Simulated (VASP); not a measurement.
# PbI2 (P-3m1) in VASP: single point with LDA

Aim: the single point of PbI2 with LDA.

Program: VASP 6.6.1. These are calculated values, not measurements. Logs are shortened: lines on timing, memory, paths and dates and some standing lists are left out, and cuts for length are marked.

## 1. The cell of the first run

It takes space group P-3m1 (No. 164, trigonal). The conventional cell has a = 4.555 Å, b = 4.555 Å, c = 6.977 Å, α = 90.00°, β = 90.00°, γ = 120.00°. Pb (site symmetry -3m) has 6 I at 3.21 Å within 4.2 Å. I (site symmetry 3m) has 3 Pb at 3.21 Å within 4.2 Å.

## 2. Single point, LDA

The input, INCAR:

```
PREC = Accurate
ENCUT = 500
EDIFF = 1E-6
ISMEAR = 0
SIGMA = 0.1
LREAL = False
LASPH = True
NELM = 120
ALGO = Normal
ISIF = 2
LWAVE = False
LCHARG = False
NBANDS = 21
GGA_COMPAT = False
```

The input, KPOINTS:

```
regular mesh
0
Gamma
  6 6 4
```

The input, POSCAR:

```
PbI2
1.0
    4.5550018558      0.0000000000      0.0000000000
   -2.2775009279      3.9447473214      0.0000000000
    0.0000000000      0.0000000000      6.9770000000
Pb I
1 2
Direct
    0.0000000000      0.0000000000      0.0000000000
    0.3333333333      0.6666666667      0.2650000000
    0.6666666667      0.3333333333      0.7350000000
```

Potentials or basis: VASP PAW LDA potentials, release 64 (Pb_d, I).

Command:

```console
cat potpaw_LDA.64/Pb_d/POTCAR potpaw_LDA.64/I/POTCAR > POTCAR
mpirun -np 1 vasp_std > vasp.out
```

OUTCAR:

```text
PREC = Accurate
   ENCUT = 500
   EDIFF = 1E-6
   ISMEAR = 0
   LREAL = False
   LASPH = True
   NELM = 120
   ISIF = 2

 ion  position               nearest neighbor table
   1  0.000  0.000  0.000-   2 3.21   3 3.21   2 3.21   3 3.21   3 3.21   2 3.21
   2  0.333  0.667  0.265-   1 3.21   1 3.21   1 3.21
   3  0.667  0.333  0.735-   1 3.21   1 3.21   1 3.21

  LATTYP: Found a hexagonal cell.
 ALAT       =     4.5550018558
 C/A-ratio  =     1.5317227568

  Lattice vectors:

 A1 = (   4.5550018558,   0.0000000000,   0.0000000000)
 A2 = (  -2.2775009279,   3.9447473214,   0.0000000000)
 A3 = (   0.0000000000,   0.0000000000,   6.9770000000)

Analysis of symmetry for initial positions (statically):
=====================================================================
 Subroutine PRICEL returns:
 Original cell was already a primitive cell.

 Routine SETGRP: Setting up the symmetry group for a
 hexagonal supercell.

 Subroutine GETGRP returns: Found 12 space group operations
 (whereof 12 operations were pure point group operations)
 out of a pool of 24 trial point group operations.

The static configuration has the point symmetry D_3d.

Analysis of symmetry for dynamics (positions and initial velocities):
=====================================================================
 Subroutine PRICEL returns:
 Original cell was already a primitive cell.

 Routine SETGRP: Setting up the symmetry group for a
 hexagonal supercell.

 Subroutine GETGRP returns: Found 12 space group operations
 (whereof 12 operations were pure point group operations)
 out of a pool of 24 trial point group operations.

The dynamic configuration has the point symmetry D_3d.

 Subroutine INISYM returns: Found 12 space group operations
 (whereof 12 operations are pure point group operations),
 and found     1 'primitive' translations

----------------------------------------------------------------------------------------

                                     Primitive cell

  volume of cell :     125.3650

  direct lattice vectors                    reciprocal lattice vectors
     4.555001856  0.000000000  0.000000000     0.219538879  0.126750831  0.000000000
    -2.277500928  3.944747321  0.000000000     0.000000000  0.253501661  0.000000000
     0.000000000  0.000000000  6.977000000     0.000000000  0.000000000  0.143328078

  length of vectors
     4.555001856  4.555001856  6.977000000     0.253501661  0.253501661  0.143328078

  position of ions in fractional coordinates (direct lattice)
     0.000000000  0.000000000  0.000000000
     0.333333333  0.666666667  0.265000000
     0.666666667  0.333333333  0.735000000

  ion indices of the primitive-cell ions
   primitive index   ion index
                 1           1
                 2           2
                 3           3

----------------------------------------------------------------------------------------

 KPOINTS: regular mesh

Automatic generation of k-mesh.
 Grid dimensions read from file:
 generate k-points for:    6    6    4

 Generating k-lattice:

  Cartesian coordinates                     Fractional coordinates (reciprocal lattice)
     0.036589813  0.021125138  0.000000000     0.166666667 -0.000000000  0.000000000
     0.000000000  0.042250277  0.000000000     0.000000000  0.166666667  0.000000000
     0.000000000  0.000000000  0.035832019     0.000000000  0.000000000  0.250000000

  Length of vectors
     0.042250277  0.042250277  0.035832019

  Shift w.r.t. Gamma in fractional coordinates (k-lattice)
     0.000000000  0.000000000  0.000000000

 Subroutine IBZKPT returns following result:
 ===========================================

 Found     24 irreducible k-points:

 Following reciprocal coordinates:
            Coordinates               Weight
  0.000000  0.000000  0.000000      1.000000
  0.166667  0.000000  0.000000      6.000000
  0.333333  0.000000  0.000000      6.000000
  0.500000 -0.000000  0.000000      3.000000
  0.166667  0.166667  0.000000      6.000000
  0.333333  0.166667  0.000000     12.000000
[... 16 lines left out ...]
  0.333333  0.166667  0.500000     12.000000
  0.333333  0.333333  0.500000      2.000000
   k-points           NKPTS =     24   k-points in BZ     NKDIM =     24   number of bands    NBANDS=     21
   number of dos      NEDOS =    301   number of ions     NIONS =      3
   total plane-waves  NPLWV =  69984
   dimension x,y,z NGX =    36 NGY =   36 NGZ =   54
   dimension x,y,z NGXF=    72 NGYF=   72 NGZF=  108
   ions per type =               1   2
   NGX,Y,Z   is equivalent  to a cutoff of  13.14, 13.14, 12.87 a.u.
   NGXF,Y,Z  is equivalent  to a cutoff of  26.28, 26.28, 25.73 a.u.
 SYSTEM =  unknown system
   PREC   = accura    normal or accurate (medium, high low for compatibility)
   ISTART =      0    job   : 0-new  1-cont  2-samecut
   ICHARG =      2    charge: 1-file 2-atom 10-const
   ISPIN  =      1    spin polarized calculation?
   LNONCOLLINEAR =      F non collinear calculations
   LSORBIT =      F    spin-orbit coupling
   LASPH  =      T    aspherical Exc in radial PAW
   ENCUT  =  500.0 eV  36.75 Ry    6.06 a.u.   8.30  8.30 12.72*2*pi/ulx,y,z
   NELM   =    120;   NELMIN=  2; NELMDL= -5     # of ELM steps
   EDIFF  = 0.1E-05   stopping-criterion for ELM
   LREAL  =      F    real-space projection
   EDIFFG = 0.1E-04   stopping-criterion for IOM
   NSW    =      0    number of steps for IOM
   IBRION =     -1    ionic relax: 0-MD 1-quasi-New 2-CG
   NFREE  =      0    steps in history (QN), initial steepest desc. (CG)
   ISIF   =      2    stress and relaxation
   ISYM   =      2    0-nonsym 1-usesym 2-fastsym
   POTIM  = 0.5000    time-step for ionic-motion
   TEBEG  =    0.0;   TEEND  =   0.0 temperature during run
   PSTRESS=    0.0 pullay stress
   NELECT =      28.0000    total number of electrons
   NUPDOWN=      -1.0000    fix difference up-down
   EMIN   =  10.00;   EMAX   =-10.00  energy-range for DOS
   EFERMI =   0.00;   METHOD = LEGACY
   ISMEAR =     0;   SIGMA  =   0.10  broadening in eV -4-tet -1-fermi 0-gaus
   EFERMI_NEDOS =   21; number of points for ismear=-14 and -15
   IALGO  =     38    algorithm
   IMIX   =      4    mixing-type and parameters
     AMIX     =   0.40;   BMIX     =  1.00
     AMIX_MAG =   1.60;   BMIX_MAG =  1.00
  volume/ion in A,a.u.               =      41.79       282.00
  Fermi-wavevector in a.u.,A,eV,Ry     =   0.993273  1.877014 13.423392  0.986591
  Thomas-Fermi vector in A             =   2.125143
   LORBIT       =      0    0 simple, 1 ext, 2 COOP (PROOUT), +10 PAW based schemes
   GGA     = CA    functional components
   LHFCALC =     F    Hartree Fock is set to
   AEXX    =    0.0000 exact exchange contribution
   IVDW    =     0    specifies the selected vdW correction
   LEPSILON=     F    determine dielectric tensor
   LRPA    =     F    only Hartree local field effects (RPA)
 non-spin polarized calculation
 Gauss-broadening in eV      SIGMA  =   0.10
  energy-cutoff  :      500.00
  volume of cell :      125.37
 maximum number of plane-waves:      3200
 NGX is ok and might be reduce to    36
   NGX = 17   NGY = 17   NGZ = 25

 number of electron      28.0000001 magnetization

 Free energy of the ion-electron system (eV)
  ---------------------------------------------------
  ext. energy  EPLUGINS =         0.00000000
  ---------------------------------------------------
  free energy    TOTEN  =       -10.02723980 eV

  energy without entropy =      -10.02723980  energy(sigma->0) =      -10.02723980

 E-fermi :   2.9403     XC(G=0):  -8.5050

 val. band max:        2.4744810761   @ k =   0.0000   0.0000   0.5000
 cond. band min:       4.5024408355   @ k =   0.0000   0.0000   0.5000
 fundamental gap:      2.0279597594
 Fermi energy:         2.9402815964

 k-point     1 :       0.0000    0.0000    0.0000
  band No.  band energies     occupation
      1     -13.5951      2.00000
      2     -13.5951      2.00000
      3     -13.5751      2.00000
      4     -13.5673      2.00000
      5     -13.5673      2.00000
      6      -9.7981      2.00000
[... 13 lines left out ...]
     20      10.1360      0.00000
     21      10.2967      0.00000

 k-point     2 :       0.1667    0.0000    0.0000
  band No.  band energies     occupation
      1     -13.6058      2.00000
      2     -13.5922      2.00000
      3     -13.5725      2.00000
      4     -13.5684      2.00000
      5     -13.5653      2.00000
      6      -9.6726      2.00000
[... 13 lines left out ...]
     20       9.6829      0.00000
     21      10.3763      0.00000

 k-point     3 :       0.3333    0.0000    0.0000
  band No.  band energies     occupation
      1     -13.6281      2.00000
      2     -13.5890      2.00000
      3     -13.5744      2.00000
      4     -13.5625      2.00000
      5     -13.5587      2.00000
      6      -9.3636      2.00000
[... 13 lines left out ...]
     20      10.5440      0.00000
     21      11.1496      0.00000

 k-point     4 :       0.5000   -0.0000    0.0000
  band No.  band energies     occupation
      1     -13.6393      2.00000
      2     -13.5885      2.00000
      3     -13.5761      2.00000
      4     -13.5587      2.00000
      5     -13.5544      2.00000
      6      -9.1355      2.00000
[... 13 lines left out ...]
     20      11.2740      0.00000
     21      12.1433      0.00000

 k-point     5 :       0.1667    0.1667    0.0000
  band No.  band energies     occupation
      1     -13.6188      2.00000
      2     -13.5933      2.00000
      3     -13.5701      2.00000
      4     -13.5688      2.00000
      5     -13.5599      2.00000
      6      -9.4527      2.00000
[... 13 lines left out ...]
     20      10.2901      0.00000
     21      10.9942      0.00000
[... 382 lines left out ...]
     20      10.4775      0.00000
     21      11.1281      0.00000

 k-point    22 :       0.1667    0.1667    0.5000
  band No.  band energies     occupation
      1     -13.6190      2.00000
      2     -13.5933      2.00000
      3     -13.5701      2.00000
      4     -13.5688      2.00000
      5     -13.5598      2.00000
      6      -9.3187      2.00000
[... 13 lines left out ...]
     20       9.9214      0.00000
     21      10.2150      0.00000

 k-point    23 :       0.3333    0.1667    0.5000
  band No.  band energies     occupation
      1     -13.6305      2.00000
      2     -13.5968      2.00000
      3     -13.5718      2.00000
      4     -13.5619      2.00000
      5     -13.5566      2.00000
      6      -9.0760      2.00000
[... 13 lines left out ...]
     20      10.4184      0.00000
     21      10.5765      0.00000

 k-point    24 :       0.3333    0.3333    0.5000
  band No.  band energies     occupation
      1     -13.6159      2.00000
      2     -13.6159      2.00000
      3     -13.5635      2.00000
      4     -13.5635      2.00000
      5     -13.5611      2.00000
      6      -8.9602      2.00000
[... 13 lines left out ...]
     20      10.0348      0.00000
     21      10.4868      0.00000

------------------------ aborting loop because EDIFF is reached ----------------------------------------

  FORCE on cell =-STRESS in cart. coord.  units (eV):
  Direction    XX          YY          ZZ          XY          YZ          ZX
  --------------------------------------------------------------------------------------
  -------------------------------------------------------------------------------------
  Total       -0.8071757     -0.8071757     -0.7526193     -0.0000000      0.0000000      0.0000000
  in kB      -10.3157832    -10.3157832     -9.6185474     -0.0000000      0.0000000      0.0000000
  external PRESSURE =     -10.0833712 kB  Pullay stress =       0.0000000 kB

 VOLUME and BASIS-vectors are now :
 -----------------------------------------------------------------------------
  energy-cutoff  :      500.00
  volume of cell :      125.37
      direct lattice vectors                 reciprocal lattice vectors
     4.555001856  0.000000000  0.000000000     0.219538879  0.126750831  0.000000000
    -2.277500928  3.944747321  0.000000000     0.000000000  0.253501661  0.000000000
     0.000000000  0.000000000  6.977000000     0.000000000  0.000000000  0.143328078

 POSITION                                       TOTAL-FORCE (eV/Angst)
 -----------------------------------------------------------------------------------
      0.00000      0.00000      0.00000        -0.000000      0.000000      0.000000
     -0.00000      2.62983      1.84891         0.000000     -0.000000     -0.056724
      2.27750      1.31492      5.12809        -0.000000      0.000000      0.056724
 -----------------------------------------------------------------------------------
    total drift:                               -0.000000     -0.000000      0.000000

  FREE ENERGIE OF THE ION-ELECTRON SYSTEM (eV)
  ---------------------------------------------------
  free  energy   TOTEN  =       -10.0272398003 eV

  energy  without entropy=      -10.0272398003  energy(sigma->0) =      -10.02723980
```

Run time: 47 s. Hardware: 1 thread of Intel Xeon Platinum 8488C (Sapphire Rapids), shared host; peak memory 0.23 GiB.

Results:

```
Free energy            : -10.0272 eV
Pressure               : -1.0 GPa
Largest force          : 0.057 eV/Å
Band gap on the k mesh : 2.03 eV, direct
```

Forces in eV/Å, atoms in the order of the input:
```
Pb   0.000  0.000  0.000
I    0.000  0.000 -0.057
I    0.000  0.000  0.057
```

Caveat: spin-orbit coupling is left out, which moves the levels of the heavy elements.
